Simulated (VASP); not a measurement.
The system is KF.

```
CELL_PARAMETERS angstrom
4.00713 0.00000 0.00000
-2.00356 3.47027 0.00000
0.00000 0.00000 5.00864
ATOMIC_POSITIONS crystal
K 0.33333 0.66667 0.25000
K 0.66667 0.33333 0.75000
F 0.66667 0.33333 0.25000
F 0.33333 0.66667 0.75000
```

- Program: VASP 6.6.1
- Task: relaxation of cell and atoms
- Functional: PBE
- Potentials or basis: VASP PAW PBE potentials, release 64 (K_sv, F)
- Cutoff: 600 eV
- k mesh: 6 × 6 × 6
- Occupations: fermi-dirac, width 0.02 eV
- Spin: no spin polarisation

At the start: pressure 16.7 GPa; volume 17.41 Å³/atom.

Question: Where does the relaxation end?

Answer: Over 9 steps the energy falls by 260.7 meV/atom and the volume is 23.82 Å³/atom (+36.8 %); space group P6_3/mmc (No. 194, to 0.05 Å).

Step by step:
```tsv
step	energy change (eV)	largest force (eV/Å)	pressure (GPa)	volume (Å³)
1	0.0000	0.0000	16.66	69.65
2	-1.0054	0.0000	1.98	89.52
3	-1.0382	0.0000	0.57	93.50
4	-1.0419	0.0000	-0.01	95.36
5	-1.0417	0.0000	-0.18	95.93
6	-1.0424	0.0000	-0.07	95.54
7	-1.0428	0.0000	0.07	95.06
8	-1.0429	0.0000	0.04	95.20
9	-1.0429	0.0000	0.01	95.28
```

Final structure:
```yaml
crystal:
  lattice:
    - [4.52356, 0.00000, 0.00000]
    - [-2.26178, 3.91751, 0.00000]
    - [0.00000, 0.00000, 5.37681]
  atoms:
    - { symbol: K, position: [0.33333, 0.66667, 0.25000] }
    - { symbol: K, position: [0.66667, 0.33333, 0.75000] }
    - { symbol: F, position: [0.66667, 0.33333, 0.25000] }
    - { symbol: F, position: [0.33333, 0.66667, 0.75000] }
```

Caveat: the volume moved by over 15 % at a fixed basis, so the end points are rough.
